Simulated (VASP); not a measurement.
# GaP (F-43m) in VASP: further runs

GaP is run at these levels: r2SCAN, PBE; tasks: single point.

All numbers are computed with VASP 6.6.1; they aren't measurements. Logs are shortened: lines on timing, memory, paths and dates and some standing lists are left out, and cuts for length are marked.

**Experimental background.**

From “Stacking defects in GaP nanowires: Electronic structure and optical properties”, 2018, arxiv:1810.01194, for a bulk crystal of GaP at 10 K: band gap 2.34 eV (indirect).

The results are compared with them further down.

### 1 The cell of the first run

It takes space group F-43m (No. 216, cubic). Conventional cell: a = 5.451 Å, b = 5.451 Å, c = 5.451 Å, α = 90.00°, β = 90.00°, γ = 90.00°. Ga (site symmetry -43m) has 4 P at 2.36 Å within 3.1 Å. Within 3.1 Å of P (site symmetry -43m) lie 4 Ga at 2.36 Å.

### 2 Single point, r2SCAN

The input, POSCAR:

```
GaP
1.0
    0.0000000000      2.7256965861      2.7256965861
    2.7256965861      0.0000000000      2.7256965861
    2.7256965861      2.7256965861      0.0000000000
Ga P
1 1
Direct
    0.0000000000      0.0000000000      0.0000000000
    0.7500000000      0.7500000000      0.7500000000
```

The input, INCAR.step1:

```
PREC = Accurate
ENCUT = 520
ISMEAR = 0
SIGMA = 0.05
LREAL = F
LASPH = T
NELM = 60
ISYM = 0
NBANDS = 16
GGA = PE
ALGO = Normal
EDIFF = 1E-4
LWAVE = T
LCHARG = F
```

The input, INCAR.step2:

```
PREC = Accurate
ENCUT = 520
EDIFF = 1E-6
ISMEAR = 0
SIGMA = 0.05
LREAL = F
LASPH = T
NELM = 60
ALGO = Normal
ISIF = 2
LWAVE = F
LCHARG = T
METAGGA = R2SCAN
LMIXTAU = T
LELF = T
LVHAR = T
ISYM = 0
NBANDS = 16
ISTART = 1
```

The input, KPOINTS:

```
Automatic mesh
0
Gamma
  8 8 8
```

Potentials or basis: VASP PAW PBE potentials, release 64 (Ga_d, P).

Started as:

```console
$ cat potpaw_PBE.64/Ga_d/POTCAR potpaw_PBE.64/P/POTCAR > POTCAR
$ cp INCAR.step1 INCAR
$ mpirun -np 1 vasp_std > vasp.out
$ cp INCAR.step2 INCAR
$ mpirun -np 1 vasp_std > vasp.out
```

OUTCAR:

```text
PREC = Accurate
   ENCUT = 520
   EDIFF = 1E-6
   ISMEAR = 0
   LREAL = F
   LASPH = T
   NELM = 60
   ISIF = 2
   METAGGA = R2SCAN
   ISYM = 0
   ISTART = 1

 ion  position               nearest neighbor table
   1  0.000  0.000  0.000-   2 2.36   2 2.36   2 2.36   2 2.36
   2  0.750  0.750  0.750-   1 2.36   1 2.36   1 2.36   1 2.36

IMPORTANT INFORMATION: All symmetrisations will be switched off!
NOSYMM: (Re-)initialisation of all symmetry stuff for point group C_1.

----------------------------------------------------------------------------------------

                                     Primitive cell

  volume of cell :      40.5007

  direct lattice vectors                    reciprocal lattice vectors
     0.000000000  2.725696586  2.725696586    -0.183439346  0.183439346  0.183439346
     2.725696586  0.000000000  2.725696586     0.183439346 -0.183439346  0.183439346
     2.725696586  2.725696586  0.000000000     0.183439346  0.183439346 -0.183439346

  length of vectors
     3.854717079  3.854717079  3.854717079     0.317726268  0.317726268  0.317726268

  position of ions in fractional coordinates (direct lattice)
     0.000000000  0.000000000  0.000000000
     0.750000000  0.750000000  0.750000000

  ion indices of the primitive-cell ions
   primitive index   ion index
                 1           1
                 2           2

----------------------------------------------------------------------------------------

 KPOINTS: Automatic mesh

Automatic generation of k-mesh.
 Grid dimensions read from file:
 generate k-points for:    8    8    8

 Generating k-lattice:

  Cartesian coordinates                     Fractional coordinates (reciprocal lattice)
    -0.022929918  0.022929918  0.022929918     0.125000000  0.000000000  0.000000000
     0.022929918 -0.022929918  0.022929918     0.000000000  0.125000000  0.000000000
     0.022929918  0.022929918 -0.022929918     0.000000000  0.000000000  0.125000000

  Length of vectors
     0.039715783  0.039715783  0.039715783

  Shift w.r.t. Gamma in fractional coordinates (k-lattice)
     0.000000000  0.000000000  0.000000000

 Subroutine IBZKPT returns following result:
 ===========================================

 Found    260 irreducible k-points:

 Following reciprocal coordinates:
            Coordinates               Weight
  0.000000  0.000000  0.000000      1.000000
  0.125000  0.000000  0.000000      2.000000
  0.000000  0.125000  0.000000      2.000000
  0.000000  0.000000  0.125000      2.000000
  0.125000  0.125000  0.125000      2.000000
  0.250000  0.000000  0.000000      2.000000
[... 16 lines left out ...]
  0.125000  0.000000  0.250000      2.000000
  0.125000  0.125000 -0.125000      2.000000
 [... further k-points ...]
   k-points           NKPTS =    260   k-points in BZ     NKDIM =    260   number of bands    NBANDS=     16
   number of dos      NEDOS =    301   number of ions     NIONS =      2
   total plane-waves  NPLWV =  27000
   dimension x,y,z NGX =    30 NGY =   30 NGZ =   30
   dimension x,y,z NGXF=    60 NGYF=   60 NGZF=   60
   ions per type =               1   1
   NGX,Y,Z   is equivalent  to a cutoff of  12.94, 12.94, 12.94 a.u.
   NGXF,Y,Z  is equivalent  to a cutoff of  25.88, 25.88, 25.88 a.u.
 SYSTEM =  unknown system
   PREC   = accura    normal or accurate (medium, high low for compatibility)
   ISTART =      1    job   : 0-new  1-cont  2-samecut
   ICHARG =      0    charge: 1-file 2-atom 10-const
   ISPIN  =      1    spin polarized calculation?
   LNONCOLLINEAR =      F non collinear calculations
   LSORBIT =      F    spin-orbit coupling
   LASPH  =      T    aspherical Exc in radial PAW
   ENCUT  =  520.0 eV  38.22 Ry    6.18 a.u.   7.17  7.17  7.17*2*pi/ulx,y,z
   NELM   =     60;   NELMIN=  2; NELMDL=  0     # of ELM steps
   EDIFF  = 0.1E-05   stopping-criterion for ELM
   LREAL  =      F    real-space projection
   EDIFFG = 0.1E-04   stopping-criterion for IOM
   NSW    =      0    number of steps for IOM
   IBRION =     -1    ionic relax: 0-MD 1-quasi-New 2-CG
   NFREE  =      0    steps in history (QN), initial steepest desc. (CG)
   ISIF   =      2    stress and relaxation
   ISYM   =      0    0-nonsym 1-usesym 2-fastsym
   POTIM  = 0.5000    time-step for ionic-motion
   TEBEG  =    0.0;   TEEND  =   0.0 temperature during run
   PSTRESS=    0.0 pullay stress
   NELECT =      18.0000    total number of electrons
   NUPDOWN=      -1.0000    fix difference up-down
   EMIN   =  10.00;   EMAX   =-10.00  energy-range for DOS
   EFERMI =   0.00;   METHOD = LEGACY
   ISMEAR =     0;   SIGMA  =   0.05  broadening in eV -4-tet -1-fermi 0-gaus
   EFERMI_NEDOS =   21; number of points for ismear=-14 and -15
   IALGO  =     38    algorithm
   IMIX   =      4    mixing-type and parameters
     AMIX     =   0.40;   BMIX     =  1.00
     AMIX_MAG =   1.60;   BMIX_MAG =  1.00
  volume/ion in A,a.u.               =      20.25       136.66
  Fermi-wavevector in a.u.,A,eV,Ry     =   1.249333  2.360897 21.236416  1.560833
  Thomas-Fermi vector in A             =   2.383378
   LORBIT       =      0    0 simple, 1 ext, 2 COOP (PROOUT), +10 PAW based schemes
   METAGGA = R2SCAN    functional components
   LHFCALC =     F    Hartree Fock is set to
   AEXX    =    0.0000 exact exchange contribution
   IVDW    =     0    specifies the selected vdW correction
   LEPSILON=     F    determine dielectric tensor
   LRPA    =     F    only Hartree local field effects (RPA)
 non-spin polarized calculation
 Gauss-broadening in eV      SIGMA  =   0.05
  energy-cutoff  :      520.00
  volume of cell :       40.50
 maximum number of plane-waves:      1106
 NGX is ok and might be reduce to    30
   NGX = 15   NGY = 15   NGZ = 15

 number of electron      17.9999989 magnetization

 Free energy of the ion-electron system (eV)
  ---------------------------------------------------
  ext. energy  EPLUGINS =         0.00000000
  ---------------------------------------------------
  free energy    TOTEN  =       -21.46308076 eV

  energy without entropy =      -21.46308076  energy(sigma->0) =      -21.46308076

 E-fermi :   4.7616     XC(G=0): -10.5465

 val. band max:        4.4570276521   @ k =   0.0000   0.0000   0.0000
 cond. band min:       6.3600115547   @ k =   0.3750   0.0000   0.3750
 fundamental gap:      1.9029839026
 Fermi energy:         4.7615845994

 k-point     1 :       0.0000    0.0000    0.0000
  band No.  band energies     occupation
      1     -10.5314      2.00000
      2     -10.5314      2.00000
      3     -10.5314      2.00000
      4     -10.4179      2.00000
      5     -10.4179      2.00000
      6      -8.5607      2.00000
[... 8 lines left out ...]
     15      14.7297      0.00000
     16      14.7297      0.00000

 k-point     2 :       0.1250    0.0000    0.0000
  band No.  band energies     occupation
      1     -10.5477      2.00000
      2     -10.5264      2.00000
      3     -10.5264      2.00000
      4     -10.4179      2.00000
      5     -10.4179      2.00000
      6      -8.3473      2.00000
[... 8 lines left out ...]
     15      14.1032      0.00000
     16      14.8285      0.00000

 k-point     3 :       0.0000    0.1250    0.0000
  band No.  band energies     occupation
      1     -10.5477      2.00000
      2     -10.5264      2.00000
      3     -10.5264      2.00000
      4     -10.4179      2.00000
      5     -10.4179      2.00000
      6      -8.3473      2.00000
[... 8 lines left out ...]
     15      14.1032      0.00000
     16      14.8285      0.00000

 k-point     4 :       0.0000    0.0000    0.1250
  band No.  band energies     occupation
      1     -10.5477      2.00000
      2     -10.5264      2.00000
      3     -10.5264      2.00000
      4     -10.4179      2.00000
      5     -10.4179      2.00000
      6      -8.3473      2.00000
[... 8 lines left out ...]
     15      14.1032      0.00000
     16      14.8285      0.00000

 k-point     5 :       0.1250    0.1250    0.1250
  band No.  band energies     occupation
      1     -10.5476      2.00000
      2     -10.5264      2.00000
      3     -10.5264      2.00000
      4     -10.4179      2.00000
      5     -10.4179      2.00000
      6      -8.3473      2.00000
[... 8 lines left out ...]
     15      14.1032      0.00000
     16      14.8284      0.00000

 k-point     6 :       0.2500    0.0000    0.0000
  band No.  band energies     occupation
      1     -10.5823      2.00000
      2     -10.5155      2.00000
      3     -10.5155      2.00000
      4     -10.4165      2.00000
      5     -10.4165      2.00000
      6      -7.7453      2.00000
[... 8 lines left out ...]
     15      13.9289      0.00000
     16      15.0160      0.00000
[... 267 lines left out ...]
 k-point    21 :       0.2500    0.1250    0.0000
  band No.  band energies     occupation
      1     -10.5846      2.00000
      2     -10.5124      2.00000
      3     -10.5102      2.00000
      4     -10.4254      2.00000
      5     -10.4113      2.00000
      6      -7.8032      2.00000
[... 8 lines left out ...]
     15      15.0041      0.00000
     16      16.2828      0.00000

 k-point    22 :       0.0000    0.2500    0.1250
  band No.  band energies     occupation
      1     -10.5846      2.00000
      2     -10.5124      2.00000
      3     -10.5102      2.00000
      4     -10.4254      2.00000
      5     -10.4113      2.00000
      6      -7.8032      2.00000
[... 8 lines left out ...]
     15      15.0040      0.00000
     16      16.2828      0.00000

 k-point    23 :       0.1250    0.0000    0.2500
  band No.  band energies     occupation
      1     -10.5846      2.00000
      2     -10.5124      2.00000
      3     -10.5102      2.00000
      4     -10.4254      2.00000
      5     -10.4113      2.00000
      6      -7.8032      2.00000
[... 8 lines left out ...]
     15      15.0040      0.00000
     16      16.2828      0.00000

 k-point    24 :       0.1250    0.1250   -0.1250
  band No.  band energies     occupation
      1     -10.5846      2.00000
      2     -10.5124      2.00000
      3     -10.5102      2.00000
      4     -10.4254      2.00000
      5     -10.4113      2.00000
      6      -7.8032      2.00000
[... 8 lines left out ...]
     15      15.0041      0.00000
     16      16.2829      0.00000

 [... further k-points ...]
[... 5 lines left out ...]
  --------------------------------------------------------------------------------------
  -------------------------------------------------------------------------------------
  Total       -0.0141380     -0.0141377     -0.0141386     -0.0003933     -0.0003925     -0.0003934
  in kB       -0.5592898     -0.5592776     -0.5593124     -0.0155585     -0.0155282     -0.0155622
  external PRESSURE =      -0.5592933 kB  Pullay stress =       0.0000000 kB

 VOLUME and BASIS-vectors are now :
 -----------------------------------------------------------------------------
  energy-cutoff  :      520.00
  volume of cell :       40.50
      direct lattice vectors                 reciprocal lattice vectors
     0.000000000  2.725696586  2.725696586    -0.183439346  0.183439346  0.183439346
     2.725696586  0.000000000  2.725696586     0.183439346 -0.183439346  0.183439346
     2.725696586  2.725696586  0.000000000     0.183439346  0.183439346 -0.183439346

 POSITION                                       TOTAL-FORCE (eV/Angst)
 -----------------------------------------------------------------------------------
      0.00000      0.00000      0.00000        -0.000146     -0.000146     -0.000147
      4.08854      4.08854      4.08854         0.000146      0.000146      0.000147
 -----------------------------------------------------------------------------------
    total drift:                               -0.000030     -0.000030     -0.000030

  FREE ENERGIE OF THE ION-ELECTRON SYSTEM (eV)
  ---------------------------------------------------
  free  energy   TOTEN  =       -21.4630807566 eV

  energy  without entropy=      -21.4630807566  energy(sigma->0) =      -21.46308076
```

It took 5 min on 1 thread of Intel Xeon 6975P-C (Granite Rapids), shared host; peak memory 0.3 GiB.

Results:

```yaml
Free_energy: -21.4631 eV
Pressure: -0.1 GPa
Band_gap_on_the_k_mesh: 1.90 eV, indirect (least direct gap 2.34 eV)
```

Levels at points of the mesh, in eV from the valence-band top:
| k point | band 7 | band 8 | band 9 | band 10 | band 11 | band 12 |
| --- | --- | --- | --- | --- | --- | --- |
| (0.00, 0.00, 0.00) | 0.00 | 0.00 | 0.00 | 2.34 | 4.19 | 4.19 |
| (0.50, 0.00, 0.00) | -6.84 | -1.17 | -1.17 | 2.04 | 5.06 | 5.06 |
| (0.00, 0.50, 0.00) | -6.84 | -1.17 | -1.17 | 2.04 | 5.06 | 5.06 |
| (0.00, 0.00, 0.50) | -6.84 | -1.17 | -1.17 | 2.04 | 5.06 | 5.06 |
| (0.50, 0.50, 0.50) | -6.84 | -1.17 | -1.17 | 2.04 | 5.06 | 5.06 |
| (0.50, 0.50, 0.00) | -6.95 | -2.80 | -2.80 | 1.91 | 2.10 | 11.35 |
| (0.00, 0.50, 0.50) | -6.95 | -2.80 | -2.80 | 1.91 | 2.10 | 11.35 |
| (0.50, 0.00, 0.50) | -6.95 | -2.80 | -2.80 | 1.91 | 2.10 | 11.35 |

Caveat: the PAW data sets were made with another functional, which shifts forces and pressure a little.

[end of part 1 of 2]
